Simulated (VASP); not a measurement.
BaS, 4 atoms in the cell. It takes space group P6_3/mmc (No. 194, hexagonal). Conventional cell: a = 5.256 Å, b = 5.256 Å, c = 6.231 Å, α = 90.00°, β = 90.00°, γ = 120.00°. Ba (site symmetry -6m2) has 5 S at 3.03 to 3.12 Å within 4.0 Å. Within 4.0 Å of S (site symmetry -6m2) lie 5 Ba at 3.03 to 3.12 Å. 

| Item | Value |
| --- | --- |
| Program | VASP 6.6.1 |
| Task | single point |
| Functional | LDA |
| Potentials or basis | VASP PAW LDA potentials, release 64 (Ba_sv, S) |
| Cutoff | 520 eV |
| k mesh | 6 × 6 × 4 |
| Occupations | fermi-dirac, width 0.02 eV |
| Spin | no spin polarisation |
| Dipole correction | no |
| Further INCAR settings | ALGO = Normal; EDIFF = 1e-06; NBANDS = 24 |

Potentials or basis: VASP PAW LDA potentials, release 64 (Ba_sv, S).

Launch:

```bash
$ cat potpaw_LDA.64/Ba_sv/POTCAR potpaw_LDA.64/S/POTCAR > POTCAR
$ mpirun -np 1 vasp_std > vasp.out
```

Hardware: 1 thread of Oxide Virtual Turin-like Processor (shared host).

How long does it take, and how much memory?

It took 110 s on 1 thread of Oxide Virtual Turin-like Processor, on a shared host, peak memory 0.21 GiB. Counts: scf iterations 14, k points 21.
